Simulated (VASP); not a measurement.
# Ta (P6_3/mmc) in VASP: notebook

The runs below take Ta through single point, with PBEsol.

Everything below comes from runs of VASP 6.6.1. Logs are shortened: lines on timing, memory, paths and dates and some standing lists are left out, and cuts for length are marked.

## 1. The cell of the first run

The structure is hexagonal, space group P6_3/mmc (No. 194). The conventional cell has a = 2.973 Å, b = 2.973 Å, c = 4.917 Å, α = 90.00°, β = 90.00°, γ = 120.00°. Within 3.9 Å of Ta (site symmetry -6m2) lie 12 Ta at 2.97 to 3.00 Å.

This isn't the form of Ta at room conditions, which is bcc.

## 2. Single point, PBEsol

INCAR

```
PREC = Accurate
ENCUT = 520
EDIFF = 1E-6
ISMEAR = 1
SIGMA = 0.15
LREAL = False
LASPH = True
NELM = 80
ALGO = Normal
ISIF = 2
LWAVE = False
LCHARG = False
GGA = PS
NBANDS = 18
```

KPOINTS

```
Automatic mesh
0
Gamma
  14 14 7
```

POSCAR

```
Ta
1.0
    2.9728813717      0.0000000000      0.0000000000
   -1.4864406910      2.5745907975      0.0000000000
    0.0000000000      0.0000000000      4.9173339679
Ta
2
Direct
    0.6666666667      0.3333333333      0.7500000000
    0.3333333333      0.6666666667      0.2500000000
```

Potentials or basis: VASP PAW PBE potentials, release 64 (Ta_pv).

Command:

```bash
$ cat potpaw_PBE.64/Ta_pv/POTCAR > POTCAR
$ mpirun -np 1 vasp_std > vasp.out
```

OUTCAR:

```text
PREC = Accurate
   ENCUT = 520
   EDIFF = 1E-6
   ISMEAR = 1
   LREAL = False
   LASPH = True
   NELM = 80
   ISIF = 2
   GGA = PS

 ion  position               nearest neighbor table
   1  0.667  0.333  0.750-   2 3.00   2 3.00   2 3.00   2 3.00   2 3.00   2 3.00
   2  0.333  0.667  0.250-   1 3.00   1 3.00   1 3.00   1 3.00   1 3.00   1 3.00

  LATTYP: Found a hexagonal cell.
 ALAT       =     2.9728813717
 C/A-ratio  =     1.6540632986

  Lattice vectors:

 A1 = (   2.9728813717,   0.0000000000,   0.0000000000)
 A2 = (  -1.4864406910,   2.5745907975,   0.0000000000)
 A3 = (   0.0000000000,   0.0000000000,   4.9173339679)

Analysis of symmetry for initial positions (statically):
=====================================================================
 Subroutine PRICEL returns:
 Original cell was already a primitive cell.

 Routine SETGRP: Setting up the symmetry group for a
 hexagonal supercell.

 Subroutine GETGRP returns: Found 24 space group operations
 (whereof 12 operations were pure point group operations)
 out of a pool of 24 trial point group operations.

The static configuration has the point symmetry D_3d.
 The point group associated with its full space group is D_6h.

Analysis of symmetry for dynamics (positions and initial velocities):
=====================================================================
 Subroutine PRICEL returns:
 Original cell was already a primitive cell.

 Routine SETGRP: Setting up the symmetry group for a
 hexagonal supercell.

 Subroutine GETGRP returns: Found 24 space group operations
 (whereof 12 operations were pure point group operations)
 out of a pool of 24 trial point group operations.

The dynamic configuration has the point symmetry D_3d.
 The point group associated with its full space group is D_6h.

 Subroutine INISYM returns: Found 24 space group operations
 (whereof 12 operations are pure point group operations),
 and found     1 'primitive' translations

----------------------------------------------------------------------------------------

                                     Primitive cell

  volume of cell :      37.6370

  direct lattice vectors                    reciprocal lattice vectors
     2.972881372  0.000000000  0.000000000     0.336374000  0.194205620  0.000000000
[... 77 lines left out ...]
   PREC   = accura    normal or accurate (medium, high low for compatibility)
   ISTART =      0    job   : 0-new  1-cont  2-samecut
   ICHARG =      2    charge: 1-file 2-atom 10-const
   ISPIN  =      1    spin polarized calculation?
   LNONCOLLINEAR =      F non collinear calculations
   LSORBIT =      F    spin-orbit coupling
   LASPH  =      T    aspherical Exc in radial PAW
   ENCUT  =  520.0 eV  38.22 Ry    6.18 a.u.   5.53  5.53  9.14*2*pi/ulx,y,z
   NELM   =     80;   NELMIN=  2; NELMDL= -5     # of ELM steps
   EDIFF  = 0.1E-05   stopping-criterion for ELM
   LREAL  =      F    real-space projection
   EDIFFG = 0.1E-04   stopping-criterion for IOM
   NSW    =      0    number of steps for IOM
   IBRION =     -1    ionic relax: 0-MD 1-quasi-New 2-CG
   NFREE  =      0    steps in history (QN), initial steepest desc. (CG)
   ISIF   =      2    stress and relaxation
   ISYM   =      2    0-nonsym 1-usesym 2-fastsym
   POTIM  = 0.5000    time-step for ionic-motion
   TEBEG  =    0.0;   TEEND  =   0.0 temperature during run
   PSTRESS=    0.0 pullay stress
   NELECT =      22.0000    total number of electrons
   NUPDOWN=      -1.0000    fix difference up-down
   EMIN   =  10.00;   EMAX   =-10.00  energy-range for DOS
   EFERMI =   0.00;   METHOD = LEGACY
   ISMEAR =     1;   SIGMA  =   0.15  broadening in eV -4-tet -1-fermi 0-gaus
   EFERMI_NEDOS =   21; number of points for ismear=-14 and -15
   IALGO  =     38    algorithm
   IMIX   =      4    mixing-type and parameters
     AMIX     =   0.40;   BMIX     =  1.00
     AMIX_MAG =   1.60;   BMIX_MAG =  1.00
  volume/ion in A,a.u.               =      18.82       126.99
  Fermi-wavevector in a.u.,A,eV,Ry     =   1.368812  2.586680 25.492516  1.873647
  Thomas-Fermi vector in A             =   2.494743
   LORBIT       =      0    0 simple, 1 ext, 2 COOP (PROOUT), +10 PAW based schemes
   GGA     = PS    functional components
   LHFCALC =     F    Hartree Fock is set to
   AEXX    =    0.0000 exact exchange contribution
   IVDW    =     0    specifies the selected vdW correction
   LEPSILON=     F    determine dielectric tensor
   LRPA    =     F    only Hartree local field effects (RPA)
 non-spin polarized calculation
 Methfessel and Paxton  Order N= 1 SIGMA  =   0.15
  energy-cutoff  :      520.00
  volume of cell :       37.64
 maximum number of plane-waves:      1044
 NGX is ok and might be reduce to    24

 number of electron      22.0000001 magnetization

 Free energy of the ion-electron system (eV)
  ---------------------------------------------------
  ext. energy  EPLUGINS =         0.00000000
  ---------------------------------------------------
  free energy    TOTEN  =       -24.41337715 eV

  energy without entropy =      -24.41325686  energy(sigma->0) =      -24.41333706

 E-fermi :   5.4719     XC(G=0): -12.5008

 val. band max:        5.4713861835   @ k =   0.2857   0.2143   0.1429
 cond. band min:       5.4746287801   @ k =   0.0000   0.0000   0.1429
 fundamental gap:      0.0032425966
 Fermi energy:         5.4719034227

 k-point     1 :       0.0000    0.0000    0.0000
  band No.  band energies     occupation
      1     -29.1739      2.00000
      2     -28.3196      2.00000
      3     -28.3196      2.00000
      4     -28.1933      2.00000
      5     -28.1933      2.00000
      6     -28.1870      2.00000
[... 481 lines left out ...]
      5     -28.5968      2.00000
      6     -28.5173      2.00000
[... 10 lines left out ...]
     17      11.9786      0.00000
     18      12.1641      0.00000

 [... further k-points ...]
[... 5 lines left out ...]
  --------------------------------------------------------------------------------------
  -------------------------------------------------------------------------------------
  Total       -2.6155341     -2.6155341      0.0269982      0.0000000      0.0000000      0.0000000
  in kB     -111.3410906   -111.3410912      1.1492907      0.0000002      0.0000000      0.0000000
  external PRESSURE =     -73.8442970 kB  Pullay stress =       0.0000000 kB

 VOLUME and BASIS-vectors are now :
 -----------------------------------------------------------------------------
  energy-cutoff  :      520.00
  volume of cell :       37.64
      direct lattice vectors                 reciprocal lattice vectors
     2.972881372  0.000000000  0.000000000     0.336374000  0.194205620  0.000000000
    -1.486440691  2.574590797  0.000000000     0.000000000  0.388411238  0.000000000
     0.000000000  0.000000000  4.917333968     0.000000000  0.000000000  0.203362230

 POSITION                                       TOTAL-FORCE (eV/Angst)
 -----------------------------------------------------------------------------------
      1.48644      0.85820      3.68800         0.000000     -0.000000      0.000000
     -0.00000      1.71639      1.22933        -0.000000      0.000000      0.000000
 -----------------------------------------------------------------------------------
    total drift:                               -0.000000      0.000000     -0.000000

  FREE ENERGIE OF THE ION-ELECTRON SYSTEM (eV)
  ---------------------------------------------------
  free  energy   TOTEN  =       -24.4133771537 eV

  energy  without entropy=      -24.4132568641  energy(sigma->0) =      -24.41333706
```

OSZICAR:

```text
N       E                     dE             d eps       ncg     rms          rms(c)
DAV:   1     0.170290255073E+03    0.17029E+03   -0.12743E+04  3456   0.126E+03
DAV:   2    -0.210522650420E+02   -0.19134E+03   -0.18830E+03  4186   0.358E+02
DAV:   3    -0.254600294154E+02   -0.44078E+01   -0.43183E+01  4194   0.506E+01
DAV:   4    -0.254929660433E+02   -0.32937E-01   -0.32904E-01  3926   0.461E+00
DAV:   5    -0.254931887888E+02   -0.22275E-03   -0.22272E-03  3864   0.373E-01    0.177E+01
DAV:   6    -0.246697772276E+02    0.82341E+00   -0.89674E-01  3952   0.800E+00    0.840E+00
DAV:   7    -0.244175978164E+02    0.25218E+00   -0.72954E-01  4032   0.678E+00    0.460E-01
DAV:   8    -0.244134339927E+02    0.41638E-02   -0.92311E-03  3836   0.876E-01    0.122E-01
DAV:   9    -0.244133817676E+02    0.52225E-04   -0.25110E-04  4070   0.125E-01    0.354E-02
DAV:  10    -0.244133776859E+02    0.40817E-05   -0.21366E-05  4212   0.350E-02    0.641E-03
DAV:  11    -0.244133771537E+02    0.53213E-06   -0.14480E-06  2224   0.941E-03
   1 F= -.24413377E+02 E0= -.24413337E+02  d E =-.120290E-03
```

stdout:

```text
POSCAR found type information on POSCAR Ta
 POSCAR found :  1 types and       2 ions
 scaLAPACK will be used
 -----------------------------------------------------------------------------
|                                                                             |
|                                                                             |
|     You enforced a specific xc type in the INCAR file but a different       |
|     I HOPE YOU KNOW WHAT YOU ARE DOING!                                     |
|                                                                             |
 -----------------------------------------------------------------------------

 LDA part: xc-table for (Slater+PW92), standard interpolation
 POSCAR, INCAR and KPOINTS ok, starting setup
 FFT: planning ... GRIDC
 FFT: planning ... GRID_SOFT
 FFT: planning ... GRID
 WAVECAR not read
 entering main loop
```

Run time: 58 s. Hardware: 1 thread of Intel Xeon 8259CL, shared host; peak memory 0.19 GiB.

What came out:

```
Free energy            : -24.4134 eV
Pressure               : -7.4 GPa
Band gap on the k mesh : zero (bands 11 and 12 overlap by 1.66 eV)
```

Levels at points of the mesh, in eV from the Fermi level:
```tsv
k point	band 7	band 8	band 9	band 10	band 11	band 12	band 13	band 14	band 15	band 16
(0.00, 0.00, 0.00)	-8.26	-4.78	0.14	0.38	0.38	0.45	1.12	1.12	2.25	2.25
(0.50, 0.00, 0.00)	-4.12	-3.85	-3.29	-0.84	0.02	0.21	0.82	5.72	5.81	6.17
```

Caveat: the cell stands under tension; the PAW data sets were made with another functional, which shifts forces and pressure a little; spin-orbit coupling is left out, which moves the levels of the heavy elements.

## 3. Single point, PBEsol

This run uses another cell than the first one, of the same volume but with other edges.

INCAR

```
PREC = Accurate
ENCUT = 520
EDIFF = 1E-6
ISMEAR = 1
SIGMA = 0.15
LREAL = F
LASPH = T
NELM = 80
ALGO = Normal
ISIF = 2
LWAVE = F
LCHARG = F
GGA = PS
NBANDS = 18
```

KPOINTS

```
regular mesh
0
Gamma
  14 14 7
```

POSCAR

```
Ta
1.0
    3.0453906735      0.0000000000      0.0000000000
   -1.5226953420      2.6373856950      0.0000000000
    0.0000000000      0.0000000000      4.6859628118
Ta
2
Direct
    0.6666666667      0.3333333333      0.7500000000
    0.3333333333      0.6666666667      0.2500000000
```

Potentials or basis: VASP PAW PBE potentials, release 64 (Ta_pv).

Command:

```bash
$ cat potpaw_PBE.64/Ta_pv/POTCAR > POTCAR
$ mpirun -np 1 vasp_std > vasp.out
```

Run time: 58 s. Hardware: 1 thread of Intel Xeon 8259CL, shared host; peak memory 0.19 GiB.

The run converged. Its results:

```
Free energy            : -24.2767 eV
Pressure               : -7.1 GPa
Band gap on the k mesh : zero (bands 11 and 12 overlap by 1.64 eV)
```

Stress tensor (GPa, compression positive):
```
-10.78   0.00   0.00
  0.00 -10.78   0.00
  0.00   0.00   0.23
```

Levels at points of the mesh, in eV from the Fermi level:
| k point | band 9 | band 10 | band 11 | band 12 | band 13 | band 14 |
| --- | --- | --- | --- | --- | --- | --- |
| (0.00, 0.00, 0.00) | 0.16 | 0.16 | 0.89 | 1.11 | 1.11 | 1.12 |
| (0.50, 0.00, 0.00) | -3.18 | -1.17 | -0.33 | 0.48 | 1.24 | 5.09 |

Caveat: the cell stands under tension; the PAW data sets were made with another functional, which shifts forces and pressure a little; spin-orbit coupling is left out, which moves the levels of the heavy elements.
